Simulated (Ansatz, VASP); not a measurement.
**ZrC in VASP and in Ansatz**

Contents of POSCAR:

```
ZrC
1.0
    0.0317580200      2.3478462000      2.3382161500
    2.4063825400      0.0277899300      2.3421842400
    2.4035244100      2.3489561500      0.0306480600
Zr C
1 1
Direct
    0.5028817700      0.4961493300      0.5063366100
    0.9971182300      0.0038506700      0.9936633900
```

The input INCAR.step1:

```
SYSTEM = ZrC
PREC = Accurate ; ENCUT = 520
EDIFF = 1E-5 ; ISMEAR = -1
SIGMA = 0.05 ; LREAL = .FALSE.
LASPH = .TRUE. ; NELM = 60
ALGO = Normal ; ISIF = 2
LWAVE = .TRUE. ; LCHARG = .FALSE.
NBANDS = 15 ; GGA = PE
```

Contents of INCAR.step2:

```
SYSTEM = ZrC
PREC = Accurate ; ENCUT = 520
EDIFF = 1E-7 ; ISMEAR = -1
SIGMA = 0.05 ; LREAL = .FALSE.
LASPH = .TRUE. ; NELM = 60
ALGO = Normal ; ISIF = 2
LWAVE = .FALSE. ; LCHARG = .FALSE.
GGA = PE ; LHFCALC = .TRUE.
AEXX = 0.25 ; HFSCREEN = 0.3
PRECFOCK = Normal ; NBANDS = 15
ISTART = 1
```

File KPOINTS:

```
Automatic mesh
0
G
  5 5 5
  0 0 0
```

input

```
crystal:
  lattice:
    - [0.03175802, 2.3478462, 2.33821615]
    - [2.40638254, 0.02778993, 2.34218424]
    - [2.40352441, 2.34895615, 0.03064806]
  atoms:
    - { symbol: Zr, position: [0.50288177, 0.49614933, 0.50633661] }
    - { symbol: C, position: [0.99711823, 0.00385067, 0.99366339] }
hamiltonian:
  xc: { exchange: pbe, correlation: pbe, exx: { coeff: 0.25, omega: 0.3 } }
  pseudopotentials: { kind: paw }
kpoints:
  mp_grid: { grid: [5, 5, 5] }
scf:
  occupations: { method: fermi_dirac, width: 0.05 }
output:
  forces: true
  stress: true
  eigenvalues: true
```

Alike in both runs: task single point; functional PBE-based screened hybrid with a share of 0.25 of exact exchange and HFSCREEN = 0.3; k mesh 5 × 5 × 5; occupations fermi-dirac, width 0.05 eV; no spin polarisation.

```csv
,VASP,Ansatz
version,VASP 6.6.1,Ansatz 0.2.0
potentials or method,"VASP PAW PBE potentials, release 64 (Zr_sv, C)",Ansatz PAW
plane-wave cutoff (eV),520,420
valence electrons in the cell,16,16
```

VASP gave:

| Quantity | Value |
| --- | --- |
| gap on the k mesh at the Fermi level (eV) | none |
| pressure (GPa) | 0.2 |
| traceless stress, the component that is largest in VASP (GPa) | -5.12 |
| rms of the force components (eV/Å) | 0.097 |

Q: Which values does Ansatz return?

A: gap on the k mesh at the Fermi level (eV): none; pressure (GPa): 0.0; traceless stress, the component that is largest in VASP (GPa): -5.09; rms of the force components (eV/Å): 0.096.

VASP's potentials were made for PBE, not for PBE-based screened hybrid. Atom by atom the forces differ by 0.001 eV/Å (rms over components). A gap of «none» marks a metal or a gap that the smearing closes.

The k mesh is coarse, so the values compare programs but aren't converged.
